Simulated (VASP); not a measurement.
# Zr2Br (P6/mmm) in VASP: further runs, part 2 of 2

VASP 6.6.1. The steps go on from the part before.

### Step 4. Relaxation of cell and atoms, PBE

INCAR reads:

```
SYSTEM = Zr2Br
ALGO     = Normal         ! electronic algorithm
EDIFF    = 1E-7           ! SCF threshold, eV
EDIFFG   = -0.04          ! ionic threshold
ENCUT    = 600            ! plane-wave cutoff, eV
GGA      = PE             ! functional
IBRION   = 2              ! ionic algorithm
ISIF     = 3              ! what is computed and relaxed
ISMEAR   = 0              ! smearing method
LASPH    = .TRUE.         ! aspherical terms in the spheres
LCHARG   = .FALSE.        ! write CHGCAR
LREAL    = .FALSE.        ! projectors in reciprocal space
LWAVE    = .FALSE.        ! write WAVECAR
NELM     = 100            ! most SCF steps
NSW      = 90             ! ionic steps
PREC     = Accurate       ! precision mode
SIGMA    = 0.1            ! smearing width, eV
```

KPOINTS reads:

```
k-points
0
G
  6 6 6
  0 0 0
```

POSCAR reads:

```
Zr2Br
1.0
    4.7063559800      0.0000000000      0.0000000000
   -2.3531779900      4.0758238300      0.0000000000
    0.0000000000      0.0000000000      3.1590535600
Zr Br
2 1
Direct
    0.3333333300      0.6666666700      0.5000000000
    0.6666666700      0.3333333300      0.5000000000
    0.0000000000      0.0000000000      0.0000000000
```

Potentials or basis: VASP PAW PBE potentials, release 64 (Zr_sv, Br).

The run is started by

```sh
$ cat potpaw_PBE.64/Zr_sv/POTCAR potpaw_PBE.64/Br/POTCAR > POTCAR
$ mpirun -np 1 vasp_std > vasp.out
```

OUTCAR:

```text
SYSTEM = Zr2Br
   EDIFF = 1E-7
   EDIFFG = -0.04
   ENCUT = 600
   GGA = PE
   IBRION = 2
   ISIF = 3
   ISMEAR = 0
   LASPH = .TRUE.
   LREAL = .FALSE.
   NELM = 100
   NSW = 90
   PREC = Accurate

 ion  position               nearest neighbor table
   1  0.333  0.667  0.500-   2 2.72   2 2.72   2 2.72   3 3.14   3 3.14   3 3.14   3 3.14   3 3.14
                             3 3.14
   2  0.667  0.333  0.500-   1 2.72   1 2.72   1 2.72   3 3.14   3 3.14   3 3.14   3 3.14   3 3.14
                             3 3.14
   3  0.000  0.000  0.000-   1 3.14   2 3.14   1 3.14   2 3.14   1 3.14   1 3.14   2 3.14   2 3.14
                             2 3.14   2 3.14   1 3.14   1 3.14

  LATTYP: Found a hexagonal cell.
 ALAT       =     4.7063559800
 C/A-ratio  =     0.6712313249

  Lattice vectors:

 A1 = (   4.7063559800,   0.0000000000,   0.0000000000)
 A2 = (  -2.3531779900,   4.0758238300,   0.0000000000)
 A3 = (   0.0000000000,   0.0000000000,   3.1590535600)

Analysis of symmetry for initial positions (statically):
=====================================================================
 Subroutine PRICEL returns:
 Original cell was already a primitive cell.

[... 175 lines left out ...]
------------------------ aborting loop because EDIFF is reached ----------------------------------------

  FORCE on cell =-STRESS in cart. coord.  units (eV):
  Direction    XX          YY          ZZ          XY          YZ          ZX
  --------------------------------------------------------------------------------------
  -------------------------------------------------------------------------------------
  Total        4.5301276      4.5301276      0.3444750      0.0000000      0.0000000      0.0000000
  in kB      119.7743571    119.7743566      9.1077509      0.0000000      0.0000000      0.0000000
  external PRESSURE =      82.8854882 kB  Pullay stress =       0.0000000 kB
[... 135 lines left out ...]
--------------------------------------- Ionic step        5  -------------------------------------------

 number of electron      31.0000000 magnetization

 Free energy of the ion-electron system (eV)
  ---------------------------------------------------
  ext. energy  EPLUGINS =         0.00000000
  ---------------------------------------------------
  free energy    TOTEN  =       -16.92244174 eV

  energy without entropy =      -16.89267943  energy(sigma->0) =      -16.90756059

 E-fermi :   7.9273     XC(G=0): -10.6878

 val. band max:        7.8943216350   @ k =   0.3333   0.1667   0.1667
 cond. band min:       7.9423063700   @ k =   0.3333   0.1667   0.3333
 fundamental gap:      0.0479847350
 Fermi energy:         7.9272893245

 k-point     1 :       0.0000    0.0000    0.0000
  band No.  band energies     occupation
      1     -40.9556      2.00000
      2     -40.7584      2.00000
      3     -19.3218      2.00000
      4     -19.3218      2.00000
      5     -18.6652      2.00000
      6     -18.5926      2.00000
[... 505 lines left out ...]
      6     -19.1255      2.00000
[... 11 lines left out ...]
     18       8.6061      0.00000
     19      10.2182      0.00000

 [... further k-points ...]
[... 5 lines left out ...]
  --------------------------------------------------------------------------------------
  -------------------------------------------------------------------------------------
  Total        0.0279278      0.0279278      0.0097721      0.0000000     -0.0000000      0.0000000
  in kB        0.6416914      0.6416914      0.2245321      0.0000000     -0.0000000      0.0000000
  external PRESSURE =       0.5026383 kB  Pullay stress =       0.0000000 kB
[... 18 lines left out ...]
  FREE ENERGIE OF THE ION-ELECTRON SYSTEM (eV)
  ---------------------------------------------------
  free  energy   TOTEN  =       -16.9224417426 eV

  energy  without entropy=      -16.8926794334  energy(sigma->0) =      -16.90756059

 reached required accuracy - stopping structural energy minimisation
```

OSZICAR:

```text
N       E                     dE             d eps       ncg     rms          rms(c)
DAV:   1     0.301084045867E+03    0.30108E+03   -0.17564E+04  1064   0.175E+03
DAV:   2     0.812653443895E+01   -0.29296E+03   -0.28569E+03  1147   0.445E+02
DAV:   3    -0.158147851380E+02   -0.23941E+02   -0.23016E+02  2023   0.961E+01
DAV:   4    -0.168077157424E+02   -0.99293E+00   -0.96672E+00  1463   0.190E+01
[... 49 lines left out ...]
DAV:   4    -0.169224403885E+02   -0.42573E-05   -0.30049E-05  1520   0.294E-02    0.238E-02
DAV:   5    -0.169224428501E+02   -0.24616E-05   -0.10596E-05  1737   0.173E-02    0.109E-02
DAV:   6    -0.169224420996E+02    0.75048E-06   -0.17290E-06  1539   0.906E-03    0.235E-03
DAV:   7    -0.169224416925E+02    0.40710E-06   -0.99957E-08   634   0.340E-03    0.490E-04
DAV:   8    -0.169224417426E+02   -0.50068E-07   -0.19583E-08   577   0.134E-03
   5 F= -.16922442E+02 E0= -.16907561E+02  d E =-.807259E-02
```

It took 5.1 min on 1 thread of Intel Xeon 8259CL, shared host; peak memory 0.23 GiB.

Results:

* Free energy: -16.9224 eV
* Relaxed volume: 23.24 Å³/atom
* Relaxed cell: a = 5.072 Å, b = 5.072 Å, c = 3.129 Å, α = 90.00°, β = 90.00°, γ = 120.00°
* Space group after relaxing (to 0.1 Å): P6/mmm (No. 191)
* Energy gained by relaxing: 106.7 meV/atom
* Ionic steps: 5
* Pressure after relaxing: 0.1 GPa
* Band gap on the k mesh: zero (an odd number of electrons rules out a gap without spin polarisation)

Step by step:
```csv
step,energy change (eV),largest force (eV/Å),pressure (GPa),volume (Å³)
1,0.0000,0.0000,8.29,60.60
2,-0.3118,0.0000,-0.53,70.13
3,-0.3120,0.0000,-0.75,70.47
4,-0.3200,0.0000,0.15,69.65
5,-0.3201,0.0000,0.05,69.73
```

Final structure:
```
Zr Br
1.0
     5.07233    0.00000    0.00000
    -2.53617    4.39277    0.00000
     0.00000    0.00000    3.12950
Zr Br
2 1
Direct
  0.33333 0.66667 0.50000
  0.66667 0.33333 0.50000
  0.00000 0.00000 0.00000
```

Levels at points of the mesh, in eV from the Fermi level:
| k point | band 11 | band 12 | band 13 | band 14 | band 15 | band 16 | band 17 | band 18 | band 19 |
| --- | --- | --- | --- | --- | --- | --- | --- | --- | --- |
| (0.00, 0.00, 0.00) | -5.71 | -3.16 | -1.97 | -1.15 | -0.41 | 0.25 | 0.25 | 2.25 | 2.25 |
| (0.50, 0.00, 0.00) | -5.55 | -2.13 | -2.13 | -1.08 | -0.69 | -0.44 | 0.90 | 1.72 | 1.91 |
| (0.00, 0.00, 0.50) | -4.66 | -4.66 | -1.73 | -1.73 | 0.26 | 0.26 | 0.53 | 1.35 | 1.36 |
| (0.50, 0.00, 0.50) | -5.22 | -4.94 | -1.13 | -0.79 | -0.29 | -0.15 | 0.17 | 1.36 | 1.88 |

Caveat: the volume moved by over 15 % at a fixed basis, so the end points are rough; an odd number of electrons without spin polarisation forces a metal; a magnetic or distorted state may lie lower.

### Step 5. Single point, PBE, collinear spin

This run uses another cell than the first one, of 23.23 Å³/atom.

INCAR reads:

```
PREC = Accurate
ENCUT = 520
EDIFF = 1E-6
ISMEAR = 0
SIGMA = 0.1
LREAL = F
LASPH = T
NELM = 150
ALGO = Normal
ISIF = 2
LWAVE = F
LCHARG = F
ISPIN = 2
MAGMOM = 1 1 0
LORBIT = 11
LMAXMIX = 4
GGA = PE
NBANDS = 26
```

KPOINTS reads:

```
Automatic mesh
0
Gamma
  6 6 6
```

POSCAR reads:

```
Zr2Br
1.0
    5.0749711628      0.0000000000      0.0000000000
   -2.5374855814      4.3950539505      0.0000000000
    0.0000000000      0.0000000000      3.1245998606
Zr Br
2 1
Direct
    0.3333333333      0.6666666667      0.5000000000
    0.6666666667      0.3333333333      0.5000000000
    0.0000000000      0.0000000000      0.0000000000
```

The run is started by

```sh
$ cat potpaw_PBE.64/Zr_sv/POTCAR potpaw_PBE.64/Br/POTCAR > POTCAR
$ mpirun -np 1 vasp_std > vasp.out
```

Run time: 2.8 min. Hardware: 1 thread of Intel Xeon 8259CL, shared host; peak memory 0.26 GiB.

Results (log left out):

```yaml
Free_energy: -16.9547 eV
Pressure: 0.8 GPa
Net_moment: 1.27 μB per cell
Site_moments: Zr +0.42; Br +0.04 μB
Valence_electrons_inside_the_program's_atomic_spheres: Zr 9.90; Br 4.78
```

Stress tensor (GPa, compression positive):
```
1.02 0.00 0.00
0.00 1.02 0.00
0.00 0.00 0.27
```

Levels at points of the mesh, in eV from the Fermi level:
Spin up:
```
           k point  band 14  band 15  band 16  band 17  band 18  band 19
(0.00, 0.00, 0.00)    -1.45    -0.55    -0.01    -0.01     2.16     2.16
(0.50, 0.00, 0.00)    -1.24    -0.93    -0.71     0.67     1.53     1.83
(0.00, 0.00, 0.50)    -1.80     0.07     0.07     0.22     1.05     1.05
(0.50, 0.00, 0.50)    -1.10    -0.60    -0.42     0.12     1.30     1.81
```
Spin down:
| k point | band 11 | band 12 | band 13 | band 14 | band 15 | band 16 | band 17 | band 18 | band 19 | band 20 |
| --- | --- | --- | --- | --- | --- | --- | --- | --- | --- | --- |
| (0.00, 0.00, 0.00) | -5.63 | -3.04 | -1.88 | -0.77 | -0.28 | 0.57 | 0.57 | 2.39 | 2.39 | 3.07 |
| (0.50, 0.00, 0.00) | -5.48 | -2.03 | -1.96 | -0.92 | -0.41 | -0.09 | 1.23 | 1.97 | 2.05 | 2.60 |
| (0.00, 0.00, 0.50) | -4.60 | -4.60 | -1.65 | -1.65 | 0.53 | 0.53 | 0.95 | 1.42 | 1.75 | 1.75 |
| (0.50, 0.00, 0.50) | -5.15 | -4.88 | -1.05 | -0.39 | 0.12 | 0.20 | 0.25 | 1.43 | 1.93 | 3.83 |

### Step 6. Summary

```csv
task,spin,cell,cutoff (eV),gap on the mesh (eV),pressure (GPa)
single point,off,"a = 4.706, b = 4.706, c = 3.159 Å, angles 90.0, 90.0, 120.0°, 3 atoms",520,none,8.3
single point,off,"a = 5.075, b = 5.075, c = 3.125 Å, angles 90.0, 90.0, 120.0°, 3 atoms",520,none,0.1
relaxation of cell and atoms,off,"relaxed from a = 4.706, b = 4.706, c = 3.159 Å, angles 90.0, 90.0, 120.0°, 3 atoms",600,none,0.1
single point,collinear,"a = 5.075, b = 5.075, c = 3.125 Å, angles 90.0, 90.0, 120.0°, 3 atoms",520,none,0.8
```

Alike in all rows: level PBE; potentials or basis VASP PAW PBE potentials, release 64 (Zr_sv, Br); k mesh 6 × 6 × 6; smearing gaussian 0.1 eV.

Caveats: an odd number of electrons without spin polarisation forces a metal (at least some runs); a magnetic or distorted state may lie lower (at least some runs); the stress differs along the axes, from 1 to 12 GPa (at least some runs); the volume moved by over 15 % at a fixed basis, so the end points are rough (at least some runs).

Total energies depend on the potentials used, so only differences within one code and one set of settings carry meaning.

The gap in the log of VASP goes by the Fermi energy; the results here count the filled bands.